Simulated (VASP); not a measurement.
Here is a VASP 6.6.1 calculation.

File INCAR:

```
SYSTEM = GaN
ALGO = Normal ; EDIFF = 1E-6
ENCUT = 600 ; GGA = PE
GGA_COMPAT = .False. ; ISIF = 2
ISMEAR = 0 ; LASPH = .True.
LCHARG = .False. ; LREAL = .False.
LWAVE = .False. ; NBANDS = 16
NELM = 120 ; PREC = Accurate
SIGMA = 0.02
```

KPOINTS

```
k-points
0
Gamma
  10 10 10
  0 0 0
```

File POSCAR:

```
GaN
1.0
    0.0000000000      2.2744128125      2.2744128125
    2.2744128125      0.0000000000      2.2744128125
    2.2744128125      2.2744128125      0.0000000000
Ga N
1 1
Direct
    0.0000000000      0.0000000000      0.0000000000
    0.2500000000      0.2500000000      0.2500000000
```

Potentials or basis: VASP PAW PBE potentials, release 64 (Ga_d, N).

The run is started by

```console
$ cat potpaw_PBE.64/Ga_d/POTCAR potpaw_PBE.64/N/POTCAR > POTCAR
$ mpirun -np 1 vasp_std > vasp.out
```

Task: Estimate the pressure.

Result: -0.1 GPa.

Task: Predict the band gap on the k mesh.

Result: 1.55 eV.
